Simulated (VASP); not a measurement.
# BaZrO3 (Pm-3m) in VASP: further runs

BaZrO3 is run at these levels: PBE; tasks: single point.

Program: VASP 6.6.1. These are calculated values, not measurements. Logs are shortened: lines on timing, memory, paths and dates and some standing lists are left out, and cuts for length are marked.

### 1 The cell of the first run

Symmetry: Pm-3m, No. 221, cubic system. The conventional cell has a = 4.047 Å, b = 4.047 Å, c = 4.047 Å, α = 90.00°, β = 90.00°, γ = 90.00°. Ba (site symmetry m-3m) has 12 O at 2.86 Å and 8 Zr at 3.50 Å within 3.8 Å. Zr (site symmetry m-3m) has 6 O at 2.02 Å within 2.7 Å. Within 2.7 Å of O (site symmetry 4/mmm) lie 2 Zr at 2.02 Å.

### 2 Single point, PBE

INCAR

```
  PREC = Accurate
  ENCUT = 520
  EDIFF = 1E-6
  ISMEAR = 0
  SIGMA = 0.01
  LREAL = F
  LASPH = T
  NELM = 100
  ALGO = Normal
  ISIF = 2
  LWAVE = F
  LCHARG = T
  GGA = PE
  LELF = T
  LVHAR = T
  NBANDS = 28
```

KPOINTS

```
regular mesh
0
Gamma
  6 6 6
```

POSCAR

```
BaZrO3
1.0
    4.0466942773      0.0000000000      0.0000000000
    0.0000000000      4.0466942773      0.0000000000
    0.0000000000      0.0000000000      4.0466942773
Ba Zr O
1 1 3
Direct
    0.0000000000      0.0000000000      0.0000000000
    0.5000000000      0.5000000000      0.5000000000
    0.0000000000      0.5000000000      0.5000000000
    0.5000000000      0.0000000000      0.5000000000
    0.5000000000      0.5000000000      0.0000000000
```

Potentials or basis: VASP PAW PBE potentials, release 64 (Ba_sv, Zr_sv, O).

Launch:

```console
$ cat potpaw_PBE.64/Ba_sv/POTCAR potpaw_PBE.64/Zr_sv/POTCAR potpaw_PBE.64/O/POTCAR > POTCAR
$ mpirun -np 1 vasp_std > vasp.out
```

OUTCAR:

```text
PREC = Accurate
   ENCUT = 520
   EDIFF = 1E-6
   ISMEAR = 0
   LREAL = F
   LASPH = T
   NELM = 100
   ISIF = 2
   GGA = PE

 ion  position               nearest neighbor table
   1  0.000  0.000  0.000-   3 2.86   4 2.86   5 2.86   3 2.86   4 2.86   3 2.86   5 2.86   3 2.86
                             4 2.86   5 2.86   4 2.86   5 2.86   2 3.50   2 3.50   2 3.50   2 3.50
   2  0.500  0.500  0.500-   3 2.02   4 2.02   5 2.02   5 2.02   4 2.02   3 2.02   1 3.50   1 3.50
                             1 3.50   1 3.50   1 3.50   1 3.50   1 3.50   1 3.50
   3  0.000  0.500  0.500-   2 2.02   2 2.02   1 2.86   1 2.86   1 2.86   1 2.86
   4  0.500  0.000  0.500-   2 2.02   2 2.02   1 2.86   1 2.86   1 2.86   1 2.86
   5  0.500  0.500  0.000-   2 2.02   2 2.02   1 2.86   1 2.86   1 2.86   1 2.86

  LATTYP: Found a simple cubic cell.
 ALAT       =     4.0466942773

  Lattice vectors:

 A1 = (   4.0466942773,   0.0000000000,   0.0000000000)
 A2 = (   0.0000000000,   4.0466942773,   0.0000000000)
 A3 = (   0.0000000000,   0.0000000000,   4.0466942773)

Analysis of symmetry for initial positions (statically):
=====================================================================
 Subroutine PRICEL returns:
 Original cell was already a primitive cell.

 Routine SETGRP: Setting up the symmetry group for a
 simple cubic supercell.

 Subroutine GETGRP returns: Found 48 space group operations
 (whereof 48 operations were pure point group operations)
 out of a pool of 48 trial point group operations.

The static configuration has the point symmetry O_h .

Analysis of symmetry for dynamics (positions and initial velocities):
=====================================================================
 Subroutine PRICEL returns:
 Original cell was already a primitive cell.

 Routine SETGRP: Setting up the symmetry group for a
 simple cubic supercell.

 Subroutine GETGRP returns: Found 48 space group operations
 (whereof 48 operations were pure point group operations)
 out of a pool of 48 trial point group operations.

The dynamic configuration has the point symmetry O_h .

 Subroutine INISYM returns: Found 48 space group operations
 (whereof 48 operations are pure point group operations),
 and found     1 'primitive' translations

----------------------------------------------------------------------------------------

                                     Primitive cell

  volume of cell :      66.2676

  direct lattice vectors                    reciprocal lattice vectors
     4.046694277  0.000000000  0.000000000     0.247115283  0.000000000  0.000000000
     0.000000000  4.046694277  0.000000000     0.000000000  0.247115283  0.000000000
     0.000000000  0.000000000  4.046694277     0.000000000  0.000000000  0.247115283

  length of vectors
     4.046694277  4.046694277  4.046694277     0.247115283  0.247115283  0.247115283

  position of ions in fractional coordinates (direct lattice)
     0.000000000  0.000000000  0.000000000
     0.500000000  0.500000000  0.500000000
     0.000000000  0.500000000  0.500000000
     0.500000000  0.000000000  0.500000000
     0.500000000  0.500000000  0.000000000

  ion indices of the primitive-cell ions
   primitive index   ion index
                 1           1
                 2           2
                 3           3
                 4           4
                 5           5

----------------------------------------------------------------------------------------

 KPOINTS: regular mesh

Automatic generation of k-mesh.
 Grid dimensions read from file:
 generate k-points for:    6    6    6

 Generating k-lattice:

  Cartesian coordinates                     Fractional coordinates (reciprocal lattice)
     0.041185880  0.000000000  0.000000000     0.166666667  0.000000000  0.000000000
     0.000000000  0.041185880  0.000000000     0.000000000  0.166666667  0.000000000
     0.000000000  0.000000000  0.041185880     0.000000000  0.000000000  0.166666667

  Length of vectors
     0.041185880  0.041185880  0.041185880

  Shift w.r.t. Gamma in fractional coordinates (k-lattice)
     0.000000000  0.000000000  0.000000000

 Subroutine IBZKPT returns following result:
 ===========================================

 Found     20 irreducible k-points:

 Following reciprocal coordinates:
            Coordinates               Weight
  0.000000  0.000000  0.000000      1.000000
  0.166667  0.000000  0.000000      6.000000
  0.333333  0.000000  0.000000      6.000000
  0.500000  0.000000  0.000000      3.000000
  0.166667  0.166667  0.000000     12.000000
  0.333333  0.166667  0.000000     24.000000
[... 12 lines left out ...]
  0.500000  0.500000  0.333333      6.000000
  0.500000  0.500000  0.500000      1.000000
   k-points           NKPTS =     20   k-points in BZ     NKDIM =     20   number of bands    NBANDS=     28
   number of dos      NEDOS =    301   number of ions     NIONS =      5
   total plane-waves  NPLWV =  27000
   dimension x,y,z NGX =    30 NGY =   30 NGZ =   30
   dimension x,y,z NGXF=    60 NGYF=   60 NGZF=   60
   ions per type =               1   1   3
   NGX,Y,Z   is equivalent  to a cutoff of  12.32, 12.32, 12.32 a.u.
   NGXF,Y,Z  is equivalent  to a cutoff of  24.65, 24.65, 24.65 a.u.
 SYSTEM =  unknown system
   PREC   = accura    normal or accurate (medium, high low for compatibility)
   ISTART =      0    job   : 0-new  1-cont  2-samecut
   ICHARG =      2    charge: 1-file 2-atom 10-const
   ISPIN  =      1    spin polarized calculation?
   LNONCOLLINEAR =      F non collinear calculations
   LSORBIT =      F    spin-orbit coupling
   LASPH  =      T    aspherical Exc in radial PAW
   ENCUT  =  520.0 eV  38.22 Ry    6.18 a.u.   7.52  7.52  7.52*2*pi/ulx,y,z
   NELM   =    100;   NELMIN=  2; NELMDL= -5     # of ELM steps
   EDIFF  = 0.1E-05   stopping-criterion for ELM
   LREAL  =      F    real-space projection
   EDIFFG = 0.1E-04   stopping-criterion for IOM
   NSW    =      0    number of steps for IOM
   IBRION =     -1    ionic relax: 0-MD 1-quasi-New 2-CG
   NFREE  =      0    steps in history (QN), initial steepest desc. (CG)
   ISIF   =      2    stress and relaxation
   ISYM   =      2    0-nonsym 1-usesym 2-fastsym
   POTIM  = 0.5000    time-step for ionic-motion
   TEBEG  =    0.0;   TEEND  =   0.0 temperature during run
   PSTRESS=    0.0 pullay stress
   NELECT =      40.0000    total number of electrons
   NUPDOWN=      -1.0000    fix difference up-down
   EMIN   =  10.00;   EMAX   =-10.00  energy-range for DOS
   EFERMI =   0.00;   METHOD = LEGACY
   ISMEAR =     0;   SIGMA  =   0.01  broadening in eV -4-tet -1-fermi 0-gaus
   EFERMI_NEDOS =   21; number of points for ismear=-14 and -15
   IALGO  =     38    algorithm
   IMIX   =      4    mixing-type and parameters
     AMIX     =   0.40;   BMIX     =  1.00
     AMIX_MAG =   1.60;   BMIX_MAG =  1.00
  volume/ion in A,a.u.               =      13.25        89.44
  Fermi-wavevector in a.u.,A,eV,Ry     =   1.383549  2.614528 26.044365  1.914207
  Thomas-Fermi vector in A             =   2.508136
   LORBIT       =      0    0 simple, 1 ext, 2 COOP (PROOUT), +10 PAW based schemes
   GGA     = PE    functional components
   LHFCALC =     F    Hartree Fock is set to
   AEXX    =    0.0000 exact exchange contribution
   IVDW    =     0    specifies the selected vdW correction
   LEPSILON=     F    determine dielectric tensor
   LRPA    =     F    only Hartree local field effects (RPA)
 non-spin polarized calculation
 Gauss-broadening in eV      SIGMA  =   0.01
  energy-cutoff  :      520.00
  volume of cell :       66.27
 maximum number of plane-waves:      1804
   NGX = 15   NGY = 15   NGZ = 15

 number of electron      39.9999976 magnetization

 Free energy of the ion-electron system (eV)
  ---------------------------------------------------
  ext. energy  EPLUGINS =         0.00000000
  ---------------------------------------------------
  free energy    TOTEN  =       -40.96877340 eV

  energy without entropy =      -40.96877340  energy(sigma->0) =      -40.96877340

 E-fermi :   4.6941     XC(G=0): -11.3136

 val. band max:        4.5799714328   @ k =   0.5000   0.5000   0.5000
 cond. band min:       7.9803706369   @ k =   0.0000   0.0000   0.0000
 fundamental gap:      3.4003992041
 Fermi energy:         4.6941058439

 k-point     1 :       0.0000    0.0000    0.0000
  band No.  band energies     occupation
      1     -41.7833      2.00000
      2     -20.4410      2.00000
      3     -20.1100      2.00000
      4     -20.1100      2.00000
      5     -20.1100      2.00000
      6     -11.9488      2.00000
[... 20 lines left out ...]
     27      13.2058      0.00000
     28      13.2058      0.00000

 k-point     2 :       0.1667    0.0000    0.0000
  band No.  band energies     occupation
      1     -41.7817      2.00000
      2     -20.5250      2.00000
      3     -20.1069      2.00000
      4     -20.1069      2.00000
      5     -20.1058      2.00000
      6     -12.0072      2.00000
[... 20 lines left out ...]
     27      13.2104      0.00000
     28      13.4013      0.00000

 k-point     3 :       0.3333    0.0000    0.0000
  band No.  band energies     occupation
      1     -41.7786      2.00000
      2     -20.7001      2.00000
      3     -20.1006      2.00000
      4     -20.1006      2.00000
      5     -20.0762      2.00000
      6     -12.1967      2.00000
[... 20 lines left out ...]
     27      13.2161      0.00000
     28      13.6128      0.00000

 k-point     4 :       0.5000    0.0000    0.0000
  band No.  band energies     occupation
      1     -41.7770      2.00000
      2     -20.7861      2.00000
      3     -20.0975      2.00000
      4     -20.0975      2.00000
      5     -20.0569      2.00000
      6     -12.2917      2.00000
[... 454 lines left out ...]
     27      13.5064      0.00000
     28      14.2307      0.00000

 k-point    19 :       0.5000    0.5000    0.3333
  band No.  band energies     occupation
      1     -41.7662      2.00000
      2     -20.4991      2.00000
      3     -20.4991      2.00000
      4     -20.3992      2.00000
      5     -20.2381      2.00000
      6     -10.7906      2.00000
[... 20 lines left out ...]
     27      13.7857      0.00000
     28      14.5879      0.00000

 k-point    20 :       0.5000    0.5000    0.5000
  band No.  band energies     occupation
      1     -41.7646      2.00000
      2     -20.4944      2.00000
      3     -20.4944      2.00000
      4     -20.4944      2.00000
      5     -20.2232      2.00000
      6     -10.3786      2.00000
[... 20 lines left out ...]
     27      14.4391      0.00000
     28      14.4391      0.00000

------------------------ aborting loop because EDIFF is reached ----------------------------------------

  FORCE on cell =-STRESS in cart. coord.  units (eV):
  Direction    XX          YY          ZZ          XY          YZ          ZX
  --------------------------------------------------------------------------------------
  -------------------------------------------------------------------------------------
  Total       11.4829401     11.4829401     11.4829401      0.0000000      0.0000000      0.0000000
  in kB      277.6275088    277.6275088    277.6275088      0.0000000      0.0000000      0.0000000
  external PRESSURE =     277.6275088 kB  Pullay stress =       0.0000000 kB

 VOLUME and BASIS-vectors are now :
 -----------------------------------------------------------------------------
  energy-cutoff  :      520.00
  volume of cell :       66.27
      direct lattice vectors                 reciprocal lattice vectors
     4.046694277  0.000000000  0.000000000     0.247115283  0.000000000  0.000000000
     0.000000000  4.046694277  0.000000000     0.000000000  0.247115283  0.000000000
     0.000000000  0.000000000  4.046694277     0.000000000  0.000000000  0.247115283

 POSITION                                       TOTAL-FORCE (eV/Angst)
 -----------------------------------------------------------------------------------
      0.00000      0.00000      0.00000         0.000000      0.000000      0.000000
      2.02335      2.02335      2.02335         0.000000      0.000000      0.000000
      0.00000      2.02335      2.02335         0.000000      0.000000      0.000000
      2.02335      0.00000      2.02335         0.000000      0.000000      0.000000
      2.02335      2.02335      0.00000         0.000000      0.000000      0.000000
 -----------------------------------------------------------------------------------
    total drift:                                0.000000      0.000000     -0.000000

  FREE ENERGIE OF THE ION-ELECTRON SYSTEM (eV)
  ---------------------------------------------------
  free  energy   TOTEN  =       -40.9687734032 eV

  energy  without entropy=      -40.9687734032  energy(sigma->0) =      -40.96877340
```

Wall time 54 s (1 thread of Intel Xeon 6975P-C, shared host); peak memory 0.19 GiB.

Results:

| Quantity | Value |
| --- | --- |
| Free energy | -40.9688 eV |
| Pressure | 27.8 GPa |
| Band gap on the k mesh | 3.40 eV, indirect (least direct gap 3.46 eV) |

Caveat: spin-orbit coupling is left out, which moves the levels of the heavy elements.

### 3 Single point, PBE

This run uses another cell than the first one, of 13.62 Å³/atom, 1.028 times its volume.

INCAR

```
PREC = Accurate
ENCUT = 520
EDIFF = 1E-6
ISMEAR = 0
SIGMA = 0.01
LREAL = F
LASPH = T
NELM = 60
ALGO = Normal
ISIF = 2
LWAVE = F
LCHARG = F
GGA = PE
NBANDS = 28
```

KPOINTS

```
Automatic mesh
0
Gamma
  6 6 6
```

POSCAR, as its differences from that of step 2:

```diff
@@ -2,5 +2,5 @@
 1.0
-    4.0466942773      0.0000000000      0.0000000000
-    0.0000000000      4.0466942773      0.0000000000
-    0.0000000000      0.0000000000      4.0466942773
+    4.0838219867      0.0000000000      0.0000000000
+    0.0000000000      4.0838219867      0.0000000000
+    0.0000000000      0.0000000000      4.0838219867
 Ba Zr O
```

Potentials or basis: VASP PAW PBE potentials, release 64 (Ba_sv, Zr_sv, O).

Launch:

```console
$ cat potpaw_PBE.64/Ba_sv/POTCAR potpaw_PBE.64/Zr_sv/POTCAR potpaw_PBE.64/O/POTCAR > POTCAR
$ mpirun -np 1 vasp_std > vasp.out
```

Run time: 67 s. Hardware: 1 thread of Intel Xeon 6975P-C, shared host; peak memory 0.19 GiB.

It converged, with:

- Free energy: -41.2498 eV
- Pressure: 20.9 GPa
- Band gap on the k mesh: 3.35 eV, indirect (least direct gap 3.46 eV)

Levels at points of the mesh, in eV from the valence-band top:
| k point | band 18 | band 19 | band 20 | band 21 | band 22 | band 23 |
| --- | --- | --- | --- | --- | --- | --- |
| (0.00, 0.00, 0.00) | -0.11 | -0.11 | -0.11 | 3.35 | 3.35 | 3.35 |
| (0.50, 0.00, 0.00) | -1.84 | -0.31 | -0.31 | 3.88 | 6.24 | 6.24 |
| (0.50, 0.50, 0.00) | -0.91 | -0.56 | -0.09 | 6.19 | 6.19 | 6.90 |
| (0.50, 0.50, 0.50) | 0.00 | 0.00 | 0.00 | 6.29 | 6.29 | 6.29 |

Caveat: spin-orbit coupling is left out, which moves the levels of the heavy elements.

### 4 Single point, PBE

This run uses another cell than the first one, of 13.99 Å³/atom, 1.056 times its volume.

INCAR

```
SYSTEM = BaZrO3
ALGO = Normal ; EDIFF = 1E-6
ENCUT = 520 ; GGA = PE
ISIF = 2 ; ISMEAR = 0
LASPH = .TRUE. ; LCHARG = .FALSE.
LREAL = .FALSE. ; LWAVE = .FALSE.
NBANDS = 28 ; NELM = 100
PREC = Accurate ; SIGMA = 0.01
```

KPOINTS

```
k-points
0
G
  6 6 6
  0 0 0
```

POSCAR, as its differences from that of step 3:

```diff
@@ -2,5 +2,5 @@
 1.0
-    4.0838219867      0.0000000000      0.0000000000
-    0.0000000000      4.0838219867      0.0000000000
-    0.0000000000      0.0000000000      4.0838219867
+    4.1202866125      0.0000000000      0.0000000000
+    0.0000000000      4.1202866125      0.0000000000
+    0.0000000000      0.0000000000      4.1202866125
 Ba Zr O
```

Launch:

```console
$ cat potpaw_PBE.64/Ba_sv/POTCAR potpaw_PBE.64/Zr_sv/POTCAR potpaw_PBE.64/O/POTCAR > POTCAR
$ mpirun -np 1 vasp_std > vasp.out
```

Wall time 57 s (1 thread of Intel Xeon 6975P-C, shared host); peak memory 0.2 GiB.

The run converged. Its results:

- Free energy: -41.4569 eV
- Pressure: 14.9 GPa
- Band gap on the k mesh: 3.30 eV, indirect (least direct gap 3.45 eV)

Levels at points of the mesh, in eV from the valence-band top:
```csv
k point,band 16,band 17,band 18,band 19,band 20,band 21,band 22,band 23,band 24,band 25
"(0.00, 0.00, 0.00)",-1.06,-1.06,-0.16,-0.16,-0.16,3.30,3.30,3.30,4.72,4.72
"(0.50, 0.00, 0.00)",-1.82,-1.80,-1.80,-0.36,-0.36,3.80,6.06,6.06,6.63,6.95
"(0.50, 0.50, 0.00)",-2.57,-0.92,-0.92,-0.65,-0.08,6.01,6.01,6.75,6.81,8.08
"(0.50, 0.50, 0.50)",-2.56,-2.56,0.00,0.00,0.00,6.18,6.18,6.18,7.46,7.46
```

Caveat: spin-orbit coupling is left out, which moves the levels of the heavy elements. A k mesh can miss the band edges.

### 5 Single point, PBE

This run uses another cell than the first one, of 14.36 Å³/atom, 1.083 times its volume.

INCAR

```
ALGO     = Normal         # electronic algorithm
EDIFF    = 1E-7           # SCF threshold, eV
ENCUT    = 520            # plane-wave cutoff, eV
GGA      = PE             # functional
ISIF     = 2              # what is computed and relaxed
ISMEAR   = 0              # smearing method
LASPH    = T              # aspherical terms in the spheres
LCHARG   = F              # write CHGCAR
LREAL    = F              # projectors in reciprocal space
LWAVE    = F              # write WAVECAR
NBANDS   = 28             # bands
NELM     = 80             # most SCF steps
PREC     = Accurate       # precision mode
SIGMA    = 0.01           # smearing width, eV
```

KPOINTS

```
k-points
0
Gamma
  6 6 6
```

POSCAR, as its differences from that of step 4:

```diff
@@ -2,5 +2,5 @@
 1.0
-    4.1202866125      0.0000000000      0.0000000000
-    0.0000000000      4.1202866125      0.0000000000
-    0.0000000000      0.0000000000      4.1202866125
+    4.1561169902      0.0000000000      0.0000000000
+    0.0000000000      4.1561169902      0.0000000000
+    0.0000000000      0.0000000000      4.1561169902
 Ba Zr O
```

Launch:

```console
$ cat potpaw_PBE.64/Ba_sv/POTCAR potpaw_PBE.64/Zr_sv/POTCAR potpaw_PBE.64/O/POTCAR > POTCAR
$ mpirun -np 1 vasp_std > vasp.out
```

Wall time 65 s (1 thread of Intel Xeon 6975P-C, shared host); peak memory 0.2 GiB.

Results (log left out):

```yaml
Free_energy: -41.5998 eV
Pressure: 9.7 GPa
Band_gap_on_the_k_mesh: 3.24 eV, indirect (least direct gap 3.44 eV)
```

Levels at points of the mesh, in eV from the valence-band top:
```tsv
k point	band 18	band 19	band 20	band 21	band 22	band 23
(0.00, 0.00, 0.00)	-0.19	-0.19	-0.19	3.24	3.24	3.24
(0.50, 0.00, 0.00)	-1.75	-0.41	-0.41	3.72	5.88	5.88
(0.50, 0.50, 0.00)	-0.93	-0.72	-0.08	5.84	5.84	6.60
(0.50, 0.50, 0.50)	0.00	0.00	0.00	6.08	6.08	6.08
```

Caveat: spin-orbit coupling is left out, which moves the levels of the heavy elements. A k mesh can miss the band edges.

### 6 Summary

```csv
cell,gap on the mesh (eV),pressure (GPa)
"a = 4.047 Å, 5 atoms",3.40,27.8
"a = 4.084 Å, 5 atoms",3.35,20.9
"a = 4.120 Å, 5 atoms",3.30,14.9
"a = 4.156 Å, 5 atoms",3.24,9.7
```

Alike in all rows: task single point; level PBE; potentials or basis VASP PAW PBE potentials, release 64 (Ba_sv, Zr_sv, O); no spin polarisation; k mesh 6 × 6 × 6; cutoff (eV) 520; smearing gaussian 0.01 eV.

Caveats: spin-orbit coupling is left out, which moves the levels of the heavy elements.

Absolute energies hang on the potentials; compare differences alone.
